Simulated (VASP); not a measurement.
# Sb (P-1) in VASP: further runs

The runs below take Sb through single point, with PBEsol.

All numbers are computed with VASP 6.6.1; they aren't measurements. Logs are shortened: lines on timing, memory, paths and dates and some standing lists are left out, and cuts for length are marked.

**1. The cell of the first run**

The typed cell holds 2 atoms: a = 4.459 Å, b = 4.506 Å, c = 4.513 Å, α = 57.23°, β = 57.02°, γ = 57.34°.

**2. Single point, PBEsol (equal xy, yz and zx shear strains of -1 %)**

INCAR

```
SYSTEM = Sb
PREC = Accurate
ENCUT = 520
EDIFF = 1E-7
ISMEAR = -1
SIGMA = 0.05
LREAL = .False.
LASPH = .True.
NELM = 100
ALGO = Normal
ISIF = 2
LWAVE = .False.
LCHARG = .False.
GGA = PS
NBANDS = 12
```

KPOINTS

```
Automatic mesh
0
Gamma
  9 9 9
  0 0 0
```

POSCAR

```
Sb
1.0
    2.1256720836      1.2121766789      3.7270387499
   -2.1755285804      1.2336826823      3.7485447533
   -0.0063035032     -2.5020193611      3.7564164968
Sb
2
Direct
    0.2336400000      0.2336400000      0.2336400000
    0.7663600000      0.7663600000      0.7663600000
```

Potentials or basis: VASP PAW PBE potentials, release 64 (Sb).

Run with:

```bash
$ cat potpaw_PBE.64/Sb/POTCAR > POTCAR
$ mpirun -np 1 vasp_std > vasp.out
```

OUTCAR:

```text
SYSTEM = Sb
   PREC = Accurate
   ENCUT = 520
   EDIFF = 1E-7
   ISMEAR = -1
   LREAL = .False.
   LASPH = .True.
   NELM = 100
   ISIF = 2
   GGA = PS

 ion  position               nearest neighbor table
   1  0.234  0.234  0.234-   2 2.89   2 2.91   2 2.91   2 3.33   2 3.35   2 3.36
   2  0.766  0.766  0.766-   1 2.89   1 2.91   1 2.91   1 3.33   1 3.35   1 3.36

  LATTYP: Found a triclinic cell.
 ALAT       =     4.2826901800
 B/A-ratio  =     1.0043472705
 C/A-ratio  =     1.0538709749
 COS(alpha) =     0.0027861848
 COS(beta)  =     0.4871714925
 COS(gamma) =     0.4934979113

  Lattice vectors:

 A1 = (   2.1319755868,   3.7141960400,  -0.0293777469)
 A2 = (   4.3012006640,  -0.0215060034,  -0.0215060034)
 A3 = (   0.0063035032,   2.5020193611,  -3.7564164968)

Analysis of symmetry for initial positions (statically):
=====================================================================
 Subroutine PRICEL returns:
 Original cell was already a primitive cell.

 Routine SETGRP: Setting up the symmetry group for a
 triclinic supercell.

 Subroutine GETGRP returns: Found  2 space group operations
 (whereof  2 operations were pure point group operations)
 out of a pool of  2 trial point group operations.

The static configuration has the point symmetry S_2 .

Analysis of symmetry for dynamics (positions and initial velocities):
=====================================================================
 Subroutine PRICEL returns:
 Original cell was already a primitive cell.

 Routine SETGRP: Setting up the symmetry group for a
 triclinic supercell.

 Subroutine GETGRP returns: Found  2 space group operations
 (whereof  2 operations were pure point group operations)
 out of a pool of  2 trial point group operations.

The dynamic configuration has the point symmetry S_2 .

 Subroutine INISYM returns: Found  2 space group operations
 (whereof  2 operations are pure point group operations),
 and found     1 'primitive' translations

----------------------------------------------------------------------------------------

                                     Primitive cell

  volume of cell :      59.9809

  direct lattice vectors                    reciprocal lattice vectors
     2.125672084  1.212176679  3.727038750     0.233626878  0.135852552  0.090878736
    -2.175528580  1.233682682  3.748544753    -0.231382933  0.133515820  0.088542003
    -0.006303503 -2.502019361  3.756416497    -0.000901697 -0.268026123  0.087686700

  length of vectors
     4.458550432  4.506271777  4.513402875     0.285125199  0.281432447  0.282006690

  position of ions in fractional coordinates (direct lattice)
     0.233640000  0.233640000  0.233640000
     0.766360000  0.766360000  0.766360000

  ion indices of the primitive-cell ions
   primitive index   ion index
                 1           1
                 2           2

----------------------------------------------------------------------------------------

 KPOINTS: Automatic mesh

Automatic generation of k-mesh.
 Grid dimensions read from file:
 generate k-points for:    9    9    9

 Generating k-lattice:

  Cartesian coordinates                     Fractional coordinates (reciprocal lattice)
     0.025958542  0.015094728  0.010097637     0.111111111  0.000000000  0.000000000
    -0.025709215  0.014835091  0.009838000    -0.000000000  0.111111111  0.000000000
    -0.000100189 -0.029780680  0.009742967     0.000000000  0.000000000  0.111111111

  Length of vectors
     0.031680578  0.031270272  0.031334077

  Shift w.r.t. Gamma in fractional coordinates (k-lattice)
     0.000000000  0.000000000  0.000000000

 Subroutine IBZKPT returns following result:
 ===========================================

 Found    365 irreducible k-points:

 Following reciprocal coordinates:
            Coordinates               Weight
  0.000000  0.000000  0.000000      1.000000
  0.111111  0.000000  0.000000      2.000000
  0.222222  0.000000  0.000000      2.000000
  0.333333  0.000000  0.000000      2.000000
  0.444444  0.000000  0.000000      2.000000
 -0.000000  0.111111  0.000000      2.000000
[... 16 lines left out ...]
 -0.111111  0.222222 -0.000000      2.000000
  0.000000  0.333333  0.000000      2.000000
 [... further k-points ...]
   k-points           NKPTS =    365   k-points in BZ     NKDIM =    365   number of bands    NBANDS=     12
   number of dos      NEDOS =    301   number of ions     NIONS =      2
   total plane-waves  NPLWV =  46656
   dimension x,y,z NGX =    36 NGY =   36 NGZ =   36
   dimension x,y,z NGXF=    72 NGYF=   72 NGZF=   72
   ions per type =               2
   NGX,Y,Z   is equivalent  to a cutoff of  13.42, 13.28, 13.26 a.u.
   NGXF,Y,Z  is equivalent  to a cutoff of  26.85, 26.56, 26.52 a.u.
 SYSTEM =  Sb
   PREC   = accura    normal or accurate (medium, high low for compatibility)
   ISTART =      0    job   : 0-new  1-cont  2-samecut
   ICHARG =      2    charge: 1-file 2-atom 10-const
   ISPIN  =      1    spin polarized calculation?
   LNONCOLLINEAR =      F non collinear calculations
   LSORBIT =      F    spin-orbit coupling
   LASPH  =      T    aspherical Exc in radial PAW
   ENCUT  =  520.0 eV  38.22 Ry    6.18 a.u.   8.29  8.38  8.39*2*pi/ulx,y,z
   NELM   =    100;   NELMIN=  2; NELMDL= -5     # of ELM steps
   EDIFF  = 0.1E-06   stopping-criterion for ELM
   LREAL  =      F    real-space projection
   EDIFFG = 0.1E-05   stopping-criterion for IOM
   NSW    =      0    number of steps for IOM
   IBRION =     -1    ionic relax: 0-MD 1-quasi-New 2-CG
   NFREE  =      0    steps in history (QN), initial steepest desc. (CG)
   ISIF   =      2    stress and relaxation
   ISYM   =      2    0-nonsym 1-usesym 2-fastsym
   POTIM  = 0.5000    time-step for ionic-motion
   TEBEG  =    0.0;   TEEND  =   0.0 temperature during run
   PSTRESS=    0.0 pullay stress
   NELECT =      10.0000    total number of electrons
   NUPDOWN=      -1.0000    fix difference up-down
   EMIN   =  10.00;   EMAX   =-10.00  energy-range for DOS
   EFERMI =   0.00;   METHOD = LEGACY
   ISMEAR =    -1;   SIGMA  =   0.05  broadening in eV -4-tet -1-fermi 0-gaus
   EFERMI_NEDOS =   21; number of points for ismear=-14 and -15
   IALGO  =     38    algorithm
   IMIX   =      4    mixing-type and parameters
     AMIX     =   0.40;   BMIX     =  1.00
     AMIX_MAG =   1.60;   BMIX_MAG =  1.00
  volume/ion in A,a.u.               =      29.99       202.39
  Fermi-wavevector in a.u.,A,eV,Ry     =   0.901026  1.702691 11.045849  0.811847
  Thomas-Fermi vector in A             =   2.024056
   LORBIT       =      0    0 simple, 1 ext, 2 COOP (PROOUT), +10 PAW based schemes
   GGA     = PS    functional components
   LHFCALC =     F    Hartree Fock is set to
   AEXX    =    0.0000 exact exchange contribution
   IVDW    =     0    specifies the selected vdW correction
   LEPSILON=     F    determine dielectric tensor
   LRPA    =     F    only Hartree local field effects (RPA)
 non-spin polarized calculation
  energy-cutoff  :      520.00
  volume of cell :       59.98
 maximum number of plane-waves:      1630
 NGX is ok and might be reduce to    36
   NGX = 17   NGY = 17   NGZ = 17

 number of electron      10.0000000 magnetization

 Free energy of the ion-electron system (eV)
  ---------------------------------------------------
  ext. energy  EPLUGINS =         0.00000000
  ---------------------------------------------------
  free energy    TOTEN  =        -9.11509036 eV

  energy without entropy =       -9.11327739  energy(sigma->0) =       -9.11418387

 E-fermi :   7.2063     XC(G=0):  -9.6951

 val. band max:        7.1834313109   @ k =   0.4444   0.0000   0.0000
 cond. band min:       7.2131507993   @ k =  -0.0000  -0.0000   0.4444
 fundamental gap:      0.0297194884
 Fermi energy:         7.2062626296

 k-point     1 :       0.0000    0.0000    0.0000
  band No.  band energies     occupation
      1      -5.5659      2.00000
      2       2.4544      2.00000
      3       5.1525      2.00000
      4       5.3343      2.00000
      5       5.5081      2.00000
      6       9.2894      0.00000
      7       9.8623      0.00000
      8      10.0037      0.00000
      9      12.2170      0.00000
     10      12.3190      0.00000
     11      12.4565      0.00000
     12      13.6819      0.00000

 k-point     2 :       0.1111    0.0000    0.0000
  band No.  band energies     occupation
      1      -5.4267      2.00000
      2       1.8664      2.00000
      3       5.1883      2.00000
      4       5.3028      2.00000
      5       5.7045      2.00000
      6       9.2120      0.00000
      7       9.4876      0.00000
      8       9.6636      0.00000
      9      11.8001      0.00000
     10      12.1718      0.00000
     11      12.2706      0.00000
     12      14.6590      0.00000

 k-point     3 :       0.2222    0.0000    0.0000
  band No.  band energies     occupation
      1      -5.0123      2.00000
      2       0.6114      2.00000
      3       5.1845      2.00000
      4       5.2441      2.00000
      5       6.0642      2.00000
      6       8.6231      0.00000
      7       8.7251      0.00000
      8       8.8925      0.00000
      9      11.9087      0.00000
     10      12.4837      0.00000
     11      12.9076      0.00000
     12      16.4972      0.00000

 k-point     4 :       0.3333    0.0000    0.0000
  band No.  band energies     occupation
      1      -4.3357      2.00000
      2      -0.7885      2.00000
      3       5.2084      2.00000
      4       5.2347      2.00000
      5       6.3621      2.00000
      6       7.8577      0.00000
      7       7.8957      0.00000
      8       8.1512      0.00000
      9      12.8650      0.00000
     10      13.6364      0.00000
     11      14.1182      0.00000
     12      17.9369      0.00000

 k-point     5 :       0.4444    0.0000    0.0000
  band No.  band energies     occupation
      1      -3.4568      2.00000
      2      -2.0669      2.00000
      3       5.2166      2.00000
      4       5.3173      2.00000
      5       6.6971      1.99992
      6       7.1834      1.22443
      7       7.3802      0.05987
      8       7.7139      0.00008
      9      14.2953      0.00000
     10      15.3193      0.00000
     11      15.7152      0.00000
     12      16.2678      0.00000
[... 228 lines left out ...]
      1      -3.3141      2.00000
      2      -1.7134      2.00000
      3       2.8038      2.00000
      4       5.0024      2.00000
      5       5.3147      2.00000
      6       8.2240      0.00000
      7       8.6672      0.00000
      8      11.4334      0.00000
      9      12.9135      0.00000
     10      14.0982      0.00000
     11      14.4995      0.00000
     12      17.2221      0.00000

 k-point    22 :      -0.2222    0.2222   -0.0000
  band No.  band energies     occupation
      1      -4.1174      2.00000
      2      -0.7771      2.00000
      3       3.2609      2.00000
      4       5.7656      2.00000
      5       5.8647      2.00000
      6       7.6048      0.00069
      7       8.1179      0.00000
      8      11.1755      0.00000
      9      11.8450      0.00000
     10      13.4953      0.00000
     11      15.5397      0.00000
     12      16.7488      0.00000

 k-point    23 :      -0.1111    0.2222   -0.0000
  band No.  band energies     occupation
      1      -4.6991      2.00000
      2      -0.0123      2.00000
      3       4.2521      2.00000
      4       5.8675      2.00000
      5       6.2664      2.00000
      6       7.7097      0.00008
      7       7.9612      0.00000
      8      10.2365      0.00000
      9      11.6415      0.00000
     10      12.7693      0.00000
     11      14.6740      0.00000
     12      15.7627      0.00000

 k-point    24 :       0.0000    0.3333    0.0000
  band No.  band energies     occupation
      1      -4.3615      2.00000
      2      -0.8586      2.00000
      3       5.2917      2.00000
      4       5.3245      2.00000
      5       6.4263      2.00000
      6       7.9202      0.00000
      7       7.9827      0.00000
      8       8.2458      0.00000
      9      12.8082      0.00000
     10      13.6132      0.00000
     11      14.1910      0.00000
     12      17.6915      0.00000

 [... further k-points ...]

------------------------ aborting loop because EDIFF is reached ----------------------------------------

  FORCE on cell =-STRESS in cart. coord.  units (eV):
  Direction    XX          YY          ZZ          XY          YZ          ZX
  --------------------------------------------------------------------------------------
  -------------------------------------------------------------------------------------
  Total        0.1818529      0.4196951      0.0889704      0.0283667      0.2309166      0.1114114
  in kB        4.8575530     11.2106622      2.3765290      0.7577144      6.1681161      2.9759602
  external PRESSURE =       6.1482481 kB  Pullay stress =       0.0000000 kB

 VOLUME and BASIS-vectors are now :
 -----------------------------------------------------------------------------
  energy-cutoff  :      520.00
  volume of cell :       59.98
      direct lattice vectors                 reciprocal lattice vectors
     2.125672084  1.212176679  3.727038750     0.233626878  0.135852552  0.090878736
    -2.175528580  1.233682682  3.748544753    -0.231382933  0.133515820  0.088542003
    -0.006303503 -2.502019361  3.756416497    -0.000901697 -0.268026123  0.087686700

 POSITION                                       TOTAL-FORCE (eV/Angst)
 -----------------------------------------------------------------------------------
     -0.01312     -0.01312      2.62424         0.026367      0.049077      0.200950
     -0.04304     -0.04304      8.60776        -0.026367     -0.049077     -0.200950
 -----------------------------------------------------------------------------------
    total drift:                                0.000000     -0.000000      0.000000

  FREE ENERGIE OF THE ION-ELECTRON SYSTEM (eV)
  ---------------------------------------------------
  free  energy   TOTEN  =        -9.1150903600 eV

  energy  without entropy=       -9.1132773894  energy(sigma->0) =       -9.11418387
```

Run time: 4.6 min. Hardware: 1 thread of Intel Xeon 8259CL, shared host; peak memory 0.37 GiB.

What came out:

| Property | Result |
| --- | --- |
| Free energy | -9.1151 eV |
| Pressure | 0.6 GPa |
| Largest force | 0.209 eV/Å |

Forces in eV/Å, atoms in the order of the input:
```
Sb   0.026  0.049  0.201
Sb  -0.026 -0.049 -0.201
```

Caveat: the cell differs from its parent crystal (equal xy, yz and zx shear strains of -1 %); the PAW data sets were made with another functional, which shifts forces and pressure a little; spin-orbit coupling is left out, which moves the levels of the heavy elements.

[end of part 1 of 2]
